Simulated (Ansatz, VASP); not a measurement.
AgCl in VASP and in Ansatz

```
Ag Cl
1.0
     1.87091   -5.55660    0.00000
     1.87091    5.55660    0.00000
     0.00000    0.00000    3.92404
Ag Cl
2 2
Cartesian
  1.8709 1.1496 2.9430
  1.8709 -1.1496 0.9810
  1.8709 -4.0613 0.9810
  1.8709 4.0613 2.9430
```

Alike in both runs: task electric field gradients; functional PBEsol; k mesh 9 × 9 × 8; occupations fermi-dirac, width 0.03 eV; no spin polarisation.

```csv
,VASP,Ansatz
version,VASP 6.6.1,Ansatz 0.2.0
potentials or method,"VASP PAW PBE potentials, release 64 (Ag, Cl)","PAW with Ansatz's default frozen-core files, scalar-relativistic"
plane-wave cutoff (eV),520,420
valence electrons in the cell,36,52
```

Ansatz gave:

| Item | Value |
| --- | --- |
| pressure (GPa) | -2.9 |
| traceless stress, the component that is largest in VASP (GPa) | 0.57 |
| rms of the force components (eV/Å) | 0.013 |
| size of Vzz on the site where it differs most (V/Å²) | 47.8 |

Q: Which values does VASP return?

A: Pressure (GPa): -3.0; traceless stress, the component that is largest in VASP (GPa): 0.60; rms of the force components (eV/Å): 0.014; size of Vzz on the site where it differs most (V/Å²): 51.1.

VASP's potentials were made for PBE, not for PBEsol. Atom by atom the forces differ by 0.001 eV/Å (rms over components). VASP's potentials hold 36 valence electrons a cell and Ansatz's 52, so a difference there can come from the potentials and not from the codes.
